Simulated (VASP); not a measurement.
# Zn5CdO6 (P-4m2) in VASP: single point with PBE

Aim: the single point of Zn5CdO6 with PBE.

All numbers are computed with VASP 6.6.1; they aren't measurements. Logs are shortened: lines on timing, memory, paths and dates and some standing lists are left out, and cuts for length are marked.

### Step 1. The cell of the first run

Symmetry: P-4m2, No. 115, tetragonal system. Conventional cell: a = 3.313 Å, b = 3.313 Å, c = 14.194 Å, α = 90.00°, β = 90.00°, γ = 90.00°. Within 2.7 Å of Zn (site symmetry 2mm) lie 4 O at 2.00 to 2.01 Å. Within 2.7 Å of Zn (site symmetry 2mm) lie 4 O at 2.00 to 2.01 Å. Within 2.7 Å of Zn (site symmetry -4m2) lie 4 O at 2.00 Å. Cd (site symmetry -4m2) has 4 O at 2.21 Å within 2.9 Å. O (site symmetry 2mm) has 4 Zn at 2.00 to 2.01 Å within 2.7 Å. O (site symmetry 2mm) has 2 Zn at 2.00 Å and 2 Cd at 2.21 Å within 2.7 Å. Within 2.7 Å of O (site symmetry 2mm) lie 4 Zn at 2.00 to 2.01 Å.

### Step 2. Single point, PBE

File INCAR:

```
SYSTEM = Zn5CdO6
PREC = Accurate ; ENCUT = 520
EDIFF = 1E-6 ; ISMEAR = 0
SIGMA = 0.02 ; LREAL = .FALSE.
LASPH = .TRUE. ; NELM = 60
ALGO = Normal ; ISIF = 2
LWAVE = .FALSE. ; LCHARG = .FALSE.
GGA = PE ; NBANDS = 66
```

File KPOINTS:

```
Automatic mesh
0
G
  10 10 4
  0 0 0
```

File POSCAR:

```
Zn5CdO6
1.0
    3.3128703270      0.0000000000      0.0000000000
    0.0000000000      3.3128703270      0.0000000000
    0.0000000000      0.0000000000     14.1937588921
Zn Cd O
5 1 6
Direct
    0.0000000000      0.0000000000      0.6591394125
    0.5000000000      0.5000000000      0.8181848240
    0.5000000000      0.5000000000      0.1818151760
    0.0000000000      0.0000000000      0.3408605875
    0.5000000000      0.5000000000      0.5000000000
    0.0000000000      0.0000000000      0.0000000000
    0.5000000000      0.0000000000      0.7385581285
    0.0000000000      0.5000000000      0.8972574206
    0.5000000000      0.0000000000      0.1027425794
    0.0000000000      0.5000000000      0.2614418715
    0.5000000000      0.0000000000      0.4204642254
    0.0000000000      0.5000000000      0.5795357746
```

Potentials or basis: VASP PAW PBE potentials, release 64 (Zn, Cd, O).

Run with:

```bash
cat potpaw_PBE.64/Zn/POTCAR potpaw_PBE.64/Cd/POTCAR potpaw_PBE.64/O/POTCAR > POTCAR
mpirun -np 1 vasp_std > vasp.out
```

OUTCAR:

```text
SYSTEM = Zn5CdO6
   PREC = Accurate
   ENCUT = 520
   EDIFF = 1E-6
   ISMEAR = 0
   LREAL = .FALSE.
   LASPH = .TRUE.
   NELM = 60
   ISIF = 2
   GGA = PE

 ion  position               nearest neighbor table
   1  0.000  0.000  0.659-   7 2.00   7 2.00  12 2.01  12 2.01
   2  0.500  0.500  0.818-   8 2.00   8 2.00   7 2.01   7 2.01
   3  0.500  0.500  0.182-   9 2.00   9 2.00  10 2.01  10 2.01
   4  0.000  0.000  0.341-  10 2.00  10 2.00  11 2.01  11 2.01
   5  0.500  0.500  0.500-  11 2.00  11 2.00  12 2.00  12 2.00
   6  0.000  0.000  0.000-   8 2.21   9 2.21   8 2.21   9 2.21
   7  0.500  0.000  0.739-   1 2.00   1 2.00   2 2.01   2 2.01
   8  0.000  0.500  0.897-   2 2.00   2 2.00   6 2.21   6 2.21
   9  0.500  0.000  0.103-   3 2.00   3 2.00   6 2.21   6 2.21
  10  0.000  0.500  0.261-   4 2.00   4 2.00   3 2.01   3 2.01
  11  0.500  0.000  0.420-   5 2.00   5 2.00   4 2.01   4 2.01
  12  0.000  0.500  0.580-   5 2.00   5 2.00   1 2.01   1 2.01

  LATTYP: Found a simple tetragonal cell.
 ALAT       =     3.3128703270
 C/A-ratio  =     4.2844293592

  Lattice vectors:

 A1 = (   3.3128703270,   0.0000000000,   0.0000000000)
 A2 = (   0.0000000000,   3.3128703270,   0.0000000000)
 A3 = (   0.0000000000,   0.0000000000,  14.1937588921)

Analysis of symmetry for initial positions (statically):
=====================================================================
 Subroutine PRICEL returns:
 Original cell was already a primitive cell.

 Routine SETGRP: Setting up the symmetry group for a
 simple tetragonal supercell.

 Subroutine GETGRP returns: Found  8 space group operations
 (whereof  8 operations were pure point group operations)
 out of a pool of 16 trial point group operations.

The static configuration has the point symmetry D_2d.

Analysis of symmetry for dynamics (positions and initial velocities):
=====================================================================
 Subroutine PRICEL returns:
 Original cell was already a primitive cell.

 Routine SETGRP: Setting up the symmetry group for a
 simple tetragonal supercell.

 Subroutine GETGRP returns: Found  8 space group operations
 (whereof  8 operations were pure point group operations)
 out of a pool of 16 trial point group operations.

The dynamic configuration has the point symmetry D_2d.

 Subroutine INISYM returns: Found  8 space group operations
 (whereof  8 operations are pure point group operations),
 and found     1 'primitive' translations

----------------------------------------------------------------------------------------

                                     Primitive cell

  volume of cell :     155.7781

  direct lattice vectors                    reciprocal lattice vectors
     3.312870327  0.000000000  0.000000000     0.301853046  0.000000000  0.000000000
     0.000000000  3.312870327  0.000000000     0.000000000  0.301853046  0.000000000
     0.000000000  0.000000000 14.193758892     0.000000000  0.000000000  0.070453501

  length of vectors
     3.312870327  3.312870327 14.193758892     0.301853046  0.301853046  0.070453501

  position of ions in fractional coordinates (direct lattice)
     0.000000000  0.000000000  0.659139412
     0.500000000  0.500000000  0.818184824
     0.500000000  0.500000000  0.181815176
     0.000000000  0.000000000  0.340860588
     0.500000000  0.500000000  0.500000000
     0.000000000  0.000000000  0.000000000
     0.500000000  0.000000000  0.738558129
     0.000000000  0.500000000  0.897257421
     0.500000000  0.000000000  0.102742579
     0.000000000  0.500000000  0.261441871
     0.500000000  0.000000000  0.420464225
     0.000000000  0.500000000  0.579535775

  ion indices of the primitive-cell ions
   primitive index   ion index
                 1           1
                 2           2
                 3           3
                 4           4
                 5           5
                 6           6
                 7           7
                 8           8
                 9           9
                10          10
                11          11
                12          12

----------------------------------------------------------------------------------------

 KPOINTS: Automatic mesh

Automatic generation of k-mesh.
 Grid dimensions read from file:
 generate k-points for:   10   10    4

 Generating k-lattice:

  Cartesian coordinates                     Fractional coordinates (reciprocal lattice)
     0.030185305  0.000000000  0.000000000     0.100000000  0.000000000  0.000000000
     0.000000000  0.030185305  0.000000000     0.000000000  0.100000000  0.000000000
     0.000000000  0.000000000  0.017613375     0.000000000  0.000000000  0.250000000

  Length of vectors
     0.030185305  0.030185305  0.017613375

  Shift w.r.t. Gamma in fractional coordinates (k-lattice)
     0.000000000  0.000000000  0.000000000

 Subroutine IBZKPT returns following result:
 ===========================================

 Found     63 irreducible k-points:

 Following reciprocal coordinates:
            Coordinates               Weight
  0.000000  0.000000  0.000000      1.000000
  0.100000  0.000000  0.000000      4.000000
  0.200000  0.000000  0.000000      4.000000
  0.300000  0.000000  0.000000      4.000000
  0.400000  0.000000  0.000000      4.000000
  0.500000  0.000000  0.000000      2.000000
[... 16 lines left out ...]
  0.100000  0.000000  0.250000      8.000000
  0.200000  0.000000  0.250000      8.000000
 [... further k-points ...]
   k-points           NKPTS =     63   k-points in BZ     NKDIM =     63   number of bands    NBANDS=     66
   number of dos      NEDOS =    301   number of ions     NIONS =     12
   total plane-waves  NPLWV =  84672
   dimension x,y,z NGX =    28 NGY =   28 NGZ =  108
   dimension x,y,z NGXF=    56 NGYF=   56 NGZF=  216
   ions per type =               5   1   6
   NGX,Y,Z   is equivalent  to a cutoff of  14.05, 14.05, 12.65 a.u.
   NGXF,Y,Z  is equivalent  to a cutoff of  28.10, 28.10, 25.30 a.u.
 SYSTEM =  Zn5CdO6
   PREC   = accura    normal or accurate (medium, high low for compatibility)
   ISTART =      0    job   : 0-new  1-cont  2-samecut
   ICHARG =      2    charge: 1-file 2-atom 10-const
   ISPIN  =      1    spin polarized calculation?
   LNONCOLLINEAR =      F non collinear calculations
   LSORBIT =      F    spin-orbit coupling
   LASPH  =      T    aspherical Exc in radial PAW
   ENCUT  =  520.0 eV  38.22 Ry    6.18 a.u.   6.16  6.16 26.39*2*pi/ulx,y,z
   NELM   =     60;   NELMIN=  2; NELMDL= -5     # of ELM steps
   EDIFF  = 0.1E-05   stopping-criterion for ELM
   LREAL  =      F    real-space projection
   EDIFFG = 0.1E-04   stopping-criterion for IOM
   NSW    =      0    number of steps for IOM
   IBRION =     -1    ionic relax: 0-MD 1-quasi-New 2-CG
   NFREE  =      0    steps in history (QN), initial steepest desc. (CG)
   ISIF   =      2    stress and relaxation
   ISYM   =      2    0-nonsym 1-usesym 2-fastsym
   POTIM  = 0.5000    time-step for ionic-motion
   TEBEG  =    0.0;   TEEND  =   0.0 temperature during run
   PSTRESS=    0.0 pullay stress
   NELECT =     108.0000    total number of electrons
   NUPDOWN=      -1.0000    fix difference up-down
   EMIN   =  10.00;   EMAX   =-10.00  energy-range for DOS
   EFERMI =   0.00;   METHOD = LEGACY
   ISMEAR =     0;   SIGMA  =   0.02  broadening in eV -4-tet -1-fermi 0-gaus
   EFERMI_NEDOS =   21; number of points for ismear=-14 and -15
   IALGO  =     38    algorithm
   IMIX   =      4    mixing-type and parameters
     AMIX     =   0.40;   BMIX     =  1.00
     AMIX_MAG =   1.60;   BMIX_MAG =  1.00
  volume/ion in A,a.u.               =      12.98        87.60
  Fermi-wavevector in a.u.,A,eV,Ry     =   1.448930  2.738080 28.564034  2.099397
  Thomas-Fermi vector in A             =   2.566714
   LORBIT       =      0    0 simple, 1 ext, 2 COOP (PROOUT), +10 PAW based schemes
   GGA     = PE    functional components
   LHFCALC =     F    Hartree Fock is set to
   AEXX    =    0.0000 exact exchange contribution
   IVDW    =     0    specifies the selected vdW correction
   LEPSILON=     F    determine dielectric tensor
   LRPA    =     F    only Hartree local field effects (RPA)
 non-spin polarized calculation
 Gauss-broadening in eV      SIGMA  =   0.02
  energy-cutoff  :      520.00
  volume of cell :      155.78
 maximum number of plane-waves:      4248
 NGX is ok and might be reduce to    28
   NGX = 13   NGY = 13   NGZ = 53

 number of electron     108.0000064 magnetization

 Free energy of the ion-electron system (eV)
  ---------------------------------------------------
  ext. energy  EPLUGINS =         0.00000000
  ---------------------------------------------------
  free energy    TOTEN  =       -52.15062923 eV

  energy without entropy =      -52.15062923  energy(sigma->0) =      -52.15062923

 E-fermi :   0.9436     XC(G=0): -10.6314

 val. band max:        0.7987159595   @ k =   0.0000   0.0000   0.0000
 cond. band min:       1.1472308008   @ k =   0.0000   0.0000   0.0000
 fundamental gap:      0.3485148413
 Fermi energy:         0.9436215805

 k-point     1 :       0.0000    0.0000    0.0000
  band No.  band energies     occupation
      1     -16.8729      2.00000
      2     -16.7034      2.00000
      3     -16.5504      2.00000
      4     -16.2675      2.00000
      5     -16.1960      2.00000
      6     -16.0538      2.00000
[... 58 lines left out ...]
     65      12.1036      0.00000
     66      12.3448      0.00000

 k-point     2 :       0.1000    0.0000    0.0000
  band No.  band energies     occupation
      1     -16.8365      2.00000
      2     -16.6737      2.00000
      3     -16.5253      2.00000
      4     -16.2566      2.00000
      5     -16.1880      2.00000
      6     -16.0543      2.00000
[... 58 lines left out ...]
     65      11.5312      0.00000
     66      11.9080      0.00000

 k-point     3 :       0.2000    0.0000    0.0000
  band No.  band energies     occupation
      1     -16.7351      2.00000
      2     -16.5921      2.00000
      3     -16.4580      2.00000
      4     -16.2306      2.00000
      5     -16.1699      2.00000
      6     -16.0595      2.00000
[... 1438 lines left out ...]
     65      11.5711      0.00000
     66      12.1793      0.00000

 k-point    24 :       0.2000    0.0000    0.2500
  band No.  band energies     occupation
      1     -16.7321      2.00000
      2     -16.6049      2.00000
      3     -16.4357      2.00000
      4     -16.2666      2.00000
      5     -16.1372      2.00000
      6     -16.0687      2.00000
[... 58 lines left out ...]
     65      10.7437      0.00000
     66      11.3140      0.00000

 [... further k-points ...]

------------------------ aborting loop because EDIFF is reached ----------------------------------------

  FORCE on cell =-STRESS in cart. coord.  units (eV):
  Direction    XX          YY          ZZ          XY          YZ          ZX
  --------------------------------------------------------------------------------------
  -------------------------------------------------------------------------------------
  Total        0.8993283      0.8993283      0.9659783      0.0000000      0.0000000     -0.0000000
  in kB        9.2495914      9.2495914      9.9350865      0.0000000      0.0000000     -0.0000000
  external PRESSURE =       9.4780898 kB  Pullay stress =       0.0000000 kB

 VOLUME and BASIS-vectors are now :
 -----------------------------------------------------------------------------
  energy-cutoff  :      520.00
  volume of cell :      155.78
      direct lattice vectors                 reciprocal lattice vectors
     3.312870327  0.000000000  0.000000000     0.301853046  0.000000000  0.000000000
     0.000000000  3.312870327  0.000000000     0.000000000  0.301853046  0.000000000
     0.000000000  0.000000000 14.193758892     0.000000000  0.000000000  0.070453501

 POSITION                                       TOTAL-FORCE (eV/Angst)
 -----------------------------------------------------------------------------------
      0.00000      0.00000      9.35567         0.000000     -0.000000     -0.000199
      1.65644      1.65644     11.61312        -0.000000     -0.000000     -0.001790
      1.65644      1.65644      2.58064         0.000000      0.000000      0.001790
      0.00000      0.00000      4.83809        -0.000000     -0.000000      0.000199
      1.65644      1.65644      7.09688         0.000000      0.000000      0.000000
      0.00000      0.00000      0.00000         0.000000     -0.000000      0.000000
      1.65644      0.00000     10.48292         0.000000     -0.000000      0.000337
      0.00000      1.65644     12.73546         0.000000      0.000000     -0.047264
      1.65644      0.00000      1.45830         0.000000     -0.000000      0.047264
      0.00000      1.65644      3.71084         0.000000     -0.000000     -0.000337
      1.65644      0.00000      5.96797         0.000000     -0.000000     -0.000065
      0.00000      1.65644      8.22579         0.000000     -0.000000      0.000065
 -----------------------------------------------------------------------------------
    total drift:                                0.000000      0.000000     -0.000000

  FREE ENERGIE OF THE ION-ELECTRON SYSTEM (eV)
  ---------------------------------------------------
  free  energy   TOTEN  =       -52.1506292266 eV

  energy  without entropy=      -52.1506292266  energy(sigma->0) =      -52.15062923
```

Run time: 11 min. Hardware: 1 thread of Intel Xeon Platinum 8375C at 2.90GHz (Ice Lake), shared host; peak memory 0.61 GiB.

What came out:

- Free energy: -52.1506 eV
- Pressure: 0.9 GPa
- Largest force: 0.047 eV/Å
- Band gap on the k mesh: 0.35 eV

Forces in eV/Å, atoms in the order of the input:
```
Zn   0.000  0.000  0.000
Zn   0.000  0.000 -0.002
Zn   0.000  0.000  0.002
Zn   0.000  0.000  0.000
Zn   0.000  0.000  0.000
Cd   0.000  0.000  0.000
O    0.000  0.000  0.000
O    0.000  0.000 -0.047
O    0.000  0.000  0.047
O    0.000  0.000  0.000
O    0.000  0.000  0.000
O    0.000  0.000  0.000
```

A k mesh can miss the band edges.
